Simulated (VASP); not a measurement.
# SiO2: electric field gradients with PBEsol

SiO2:

```xyz
6
Lattice="4.2219 0.0000 0.0000 0.0000 4.2219 0.0000 0.0000 0.0000 2.6678" Properties=species:S:1:pos:R:3 pbc="T T T"
Si    0.0000    0.0000    0.0000
Si    2.1110    2.1110    1.3339
O     1.2949    1.2949    0.0000
O     0.8161    3.4058    1.3339
O     2.9270    2.9270    0.0000
O     3.4058    0.8161    1.3339
```

This cell differs from its parent crystal: equal xx and yy strain of +1 %.

- Program: VASP 6.6.1
- Task: electric field gradients
- Functional: PBEsol
- Potentials or basis: VASP PAW PBE potentials, release 64 (Si, O)
- Cutoff: 520 eV
- k mesh: 6 × 6 × 9
- Occupations: fermi-dirac, width 0.03 eV
- Spin: no spin polarisation
- Dipole correction: no
- Further INCAR settings: ALGO = Normal; EDIFF = 1e-08; NBANDS = 25

```yaml
Pressure: -1.3 GPa
Largest_force: 0.033 eV/Å
Band_gap_on_the_k_mesh: 5.27 eV
Largest_electric_field_gradient_by_atom: Si +25.8; O -108.5 V/Å²
```

Forces in eV/Å, atoms in the order of the input:
```
Si   0.000  0.000  0.000
Si   0.000  0.000  0.000
O   -0.023 -0.023  0.000
O    0.023 -0.023  0.000
O    0.023  0.023  0.000
O   -0.023  0.023  0.000
```

Stress tensor (GPa, compression positive):
```
-2.80  0.00  0.00
 0.00 -2.80  0.00
 0.00  0.00  1.80
```

Levels at points of the mesh, in eV from the valence-band top:
```csv
k point,band 13,band 14,band 15,band 16,band 17,band 18,band 19,band 20
"(0.00, 0.00, 0.00)",-2.50,-0.88,-0.88,0.00,5.27,6.59,8.33,8.33
"(0.50, 0.00, 0.00)",-2.64,-2.64,-1.08,-1.08,7.48,7.48,8.90,8.90
"(0.50, 0.50, 0.00)",-2.60,-2.60,-2.27,-2.27,7.17,7.17,9.84,9.84
```

Electric field gradients, principal values (V/Å²):
```
atom   least   middle  greatest (by size)
1 Si  -6.252  -19.592              25.844
2 Si  -6.252  -19.592              25.844
 3 O  45.663   62.796            -108.460
 4 O  45.663   62.796            -108.460
 5 O  45.663   62.796            -108.460
 6 O  45.663   62.796            -108.460
```

Run time: 68 s on 1 thread of Intel Xeon 8259CL, on a shared host, peak memory 0.18 GiB.

Caveat: the cell differs from its parent crystal (equal xx and yy strain of +1 %); without QUAD_EFG the Cq values of the log hold for a quadrupole moment of 1 mb, not for the nuclei; the PAW data sets were made with another functional, which shifts forces and pressure a little. A k mesh can miss the band edges.
